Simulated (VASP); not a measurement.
# V2N3 (P3m1) in VASP: a series of runs, part 2 of 2

VASP 6.6.1. Earlier steps stand in the parts before.

## 3. Single point, PBEsol (all N atoms moved +0.037 Å, as atom 3 along Cartesian [0 0 1])

The input, INCAR:

```
SYSTEM = V2N3
ALGO = Normal
EDIFF = 1E-6
ENCUT = 520
GGA = PS
ISIF = 2
ISMEAR = 0
LASPH = .TRUE.
LCHARG = .FALSE.
LREAL = .FALSE.
LWAVE = .FALSE.
NBANDS = 28
NELM = 80
PREC = Accurate
SIGMA = 0.15
```

The input, KPOINTS:

```
k-points
0
G
  18 18 8
  0 0 0
```

The input, POSCAR:

```
V2N3
1.0
    2.7797869938      0.0000000000      0.0000000000
   -1.3898934969      2.4073661537      0.0000000000
    0.0000000000      0.0000000000      6.1963538749
V N
2 3
Direct
    0.6666666667      0.3333333333      0.3021155180
    0.3333333333      0.6666666667      0.6978844820
    0.0000000000      0.0000000000      0.5060519462
    0.0000000000      0.0000000000      0.1134918577
    0.0000000000      0.0000000000      0.8986120347
```

Potentials or basis: VASP PAW PBE potentials, release 64 (V_sv, N).

The run is started by

```
> cat potpaw_PBE.64/V_sv/POTCAR potpaw_PBE.64/N/POTCAR > POTCAR
> mpirun -np 1 vasp_std > vasp.out
```

It took 2 min on 1 thread of Intel Xeon 6975P-C (Granite Rapids), shared host; peak memory 0.36 GiB.

Results (log left out):

```
Free energy   : -49.8626 eV
Pressure      : 1.2 GPa
Largest force : 1.073 eV/Å
```

Forces on the atoms (eV/Å):
```
V    0.000  0.000  1.038
V    0.000  0.000  1.073
N    0.000  0.000 -0.603
N    0.000  0.000 -0.699
N    0.000  0.000 -0.808
```

Stress tensor (GPa, compression positive):
```
1.11 0.00 0.00
0.00 1.11 0.00
0.00 0.00 1.33
```

Levels at points of the mesh, in eV from the Fermi level:
| k point | band 16 | band 17 | band 18 | band 19 | band 20 | band 21 | band 22 | band 23 | band 24 | band 25 |
| --- | --- | --- | --- | --- | --- | --- | --- | --- | --- | --- |
| (0.00, 0.00, 0.00) | -3.66 | -3.66 | -2.03 | -2.03 | -0.61 | 0.40 | 0.40 | 1.13 | 2.10 | 2.10 |
| (0.50, 0.00, 0.00) | -5.15 | -3.86 | -3.40 | -1.35 | -1.27 | 0.26 | 1.86 | 2.07 | 2.47 | 2.52 |
| (0.00, 0.00, 0.50) | -4.28 | -3.47 | -1.46 | -1.18 | -1.18 | 0.21 | 0.21 | 1.13 | 1.33 | 1.33 |
| (0.50, 0.00, 0.50) | -4.94 | -4.75 | -2.39 | -1.78 | -0.61 | 0.32 | 1.78 | 2.33 | 2.47 | 2.62 |

Caveat: the cell differs from its parent crystal (all N atoms moved +0.037 Å, as atom 3 along Cartesian [0 0 1]); the PAW data sets were made with another functional, which shifts forces and pressure a little; the run has no spin polarisation, though such a crystal can be magnetic.

## 4. Single point, PBEsol (all N atoms moved +0.013 Å, as atom 3 along Cartesian [0 0 1])

The input, INCAR:

```
PREC     = Accurate       # precision mode
ENCUT    = 520            # plane-wave cutoff, eV
EDIFF    = 1E-6           # SCF threshold, eV
ISMEAR   = 0              # smearing method
SIGMA    = 0.15           # smearing width, eV
LREAL    = False          # projectors in reciprocal space
LASPH    = True           # aspherical terms in the spheres
NELM     = 100            # most SCF steps
ALGO     = Normal         # electronic algorithm
ISIF     = 2              # what is computed and relaxed
LWAVE    = False          # write WAVECAR
LCHARG   = False          # write CHGCAR
GGA      = PS             # functional
NBANDS   = 28             # bands
```

The input, KPOINTS:

```
Automatic mesh
0
Gamma
  18 18 8
```

The input, POSCAR:

```
V2N3
1.0
    2.7797869938      0.0000000000      0.0000000000
   -1.3898934969      2.4073661537      0.0000000000
    0.0000000000      0.0000000000      6.1963538749
V N
2 3
Direct
    0.6666666667      0.3333333333      0.3021155180
    0.3333333333      0.6666666667      0.6978844820
    0.0000000000      0.0000000000      0.5020173154
    0.0000000000      0.0000000000      0.1094572269
    0.0000000000      0.0000000000      0.8945774039
```

Potentials or basis: VASP PAW PBE potentials, release 64 (V_sv, N).

The run is started by

```
> cat potpaw_PBE.64/V_sv/POTCAR potpaw_PBE.64/N/POTCAR > POTCAR
> mpirun -np 1 vasp_std > vasp.out
```

OUTCAR:

```text
PREC = Accurate
   ENCUT = 520
   EDIFF = 1E-6
   ISMEAR = 0
   LREAL = False
   LASPH = True
   NELM = 100
   ISIF = 2
   GGA = PS

 ion  position               nearest neighbor table
   1  0.667  0.333  0.302-   4 2.00   4 2.00   4 2.00   3 2.03   3 2.03   3 2.03
   2  0.333  0.667  0.698-   3 2.01   3 2.01   3 2.01   5 2.02   5 2.02   5 2.02
   3  0.000  0.000  0.502-   2 2.01   2 2.01   2 2.01   1 2.03   1 2.03   1 2.03
   4  0.000  0.000  0.109-   5 1.33   1 2.00   1 2.00   1 2.00
   5  0.000  0.000  0.895-   4 1.33   2 2.02   2 2.02   2 2.02

  LATTYP: Found a hexagonal cell.
 ALAT       =     2.7797869938
 C/A-ratio  =     2.2290750654

  Lattice vectors:

 A1 = (   2.7797869938,   0.0000000000,   0.0000000000)
 A2 = (  -1.3898934969,   2.4073661537,   0.0000000000)
 A3 = (   0.0000000000,   0.0000000000,   6.1963538749)

Analysis of symmetry for initial positions (statically):
=====================================================================
 Subroutine PRICEL returns:
 Original cell was already a primitive cell.

[... 171 lines left out ...]
  ---------------------------------------------------
  free energy    TOTEN  =       -49.89780275 eV

  energy without entropy =      -49.87240112  energy(sigma->0) =      -49.88510193

 E-fermi :  10.3126     XC(G=0): -13.6024

 val. band max:       10.3061581124   @ k =  -0.1111   0.4444   0.1250
 cond. band min:      10.3157100863   @ k =   0.3333   0.1111   0.0000
 fundamental gap:      0.0095519739
 Fermi energy:        10.3126033234

 k-point     1 :       0.0000    0.0000    0.0000
  band No.  band energies     occupation
      1     -54.1277      2.00000
      2     -54.0894      2.00000
      3     -28.2178      2.00000
      4     -27.9224      2.00000
      5     -27.8699      2.00000
      6     -27.8699      2.00000
[... 733 lines left out ...]
     27      14.1891      0.00000
     28      14.7009      0.00000

 [... further k-points ...]
[... 5 lines left out ...]
  --------------------------------------------------------------------------------------
  -------------------------------------------------------------------------------------
  Total        0.1968321      0.1968321      0.3268810      0.0000000      0.0000000      0.0000000
  in kB        7.6053035      7.6053035     12.6302029      0.0000000      0.0000000      0.0000000
  external PRESSURE =       9.2802700 kB  Pullay stress =       0.0000000 kB

 VOLUME and BASIS-vectors are now :
 -----------------------------------------------------------------------------
  energy-cutoff  :      520.00
  volume of cell :       41.47
      direct lattice vectors                 reciprocal lattice vectors
     2.779786994  0.000000000  0.000000000     0.359739794  0.207695867  0.000000000
    -1.389893497  2.407366154  0.000000000     0.000000000  0.415391734  0.000000000
     0.000000000  0.000000000  6.196353875     0.000000000  0.000000000  0.161385231

 POSITION                                       TOTAL-FORCE (eV/Angst)
 -----------------------------------------------------------------------------------
      1.38989      0.80246      1.87201        -0.000000      0.000000      0.326548
     -0.00000      1.60491      4.32434         0.000000     -0.000000      0.377753
      0.00000      0.00000      3.11068        -0.000000      0.000000     -0.201307
      0.00000      0.00000      0.67824        -0.000000      0.000000     -0.174657
      0.00000      0.00000      5.54312         0.000000     -0.000000     -0.328338
 -----------------------------------------------------------------------------------
    total drift:                                0.000000     -0.000000      0.000084

  FREE ENERGIE OF THE ION-ELECTRON SYSTEM (eV)
  ---------------------------------------------------
  free  energy   TOTEN  =       -49.8978027482 eV

  energy  without entropy=      -49.8724011216  energy(sigma->0) =      -49.88510193
```

Run time: 2 min. Hardware: 1 thread of Intel Xeon 6975P-C (Granite Rapids), shared host; peak memory 0.36 GiB.

What came out:

```yaml
Free_energy: -49.8978 eV
Pressure: 0.9 GPa
Largest_force: 0.378 eV/Å
```

Forces in eV/Å, atoms in the order of the input:
```
V    0.000  0.000  0.327
V    0.000  0.000  0.378
N    0.000  0.000 -0.201
N    0.000  0.000 -0.175
N    0.000  0.000 -0.328
```

Levels at points of the mesh, in eV from the Fermi level:
```tsv
k point	band 17	band 18	band 19	band 20	band 21	band 22	band 23	band 24
(0.00, 0.00, 0.00)	-3.63	-2.05	-2.05	-0.62	0.40	0.40	1.12	2.10
(0.50, 0.00, 0.00)	-3.85	-3.40	-1.36	-1.28	0.25	1.87	2.08	2.49
(0.00, 0.00, 0.50)	-3.43	-1.50	-1.18	-1.18	0.21	0.21	1.12	1.33
(0.50, 0.00, 0.50)	-4.75	-2.34	-1.83	-0.61	0.32	1.78	2.33	2.49
```

Caveat: the cell differs from its parent crystal (all N atoms moved +0.013 Å, as atom 3 along Cartesian [0 0 1]); the PAW data sets were made with another functional, which shifts forces and pressure a little; the run has no spin polarisation, though such a crystal can be magnetic.
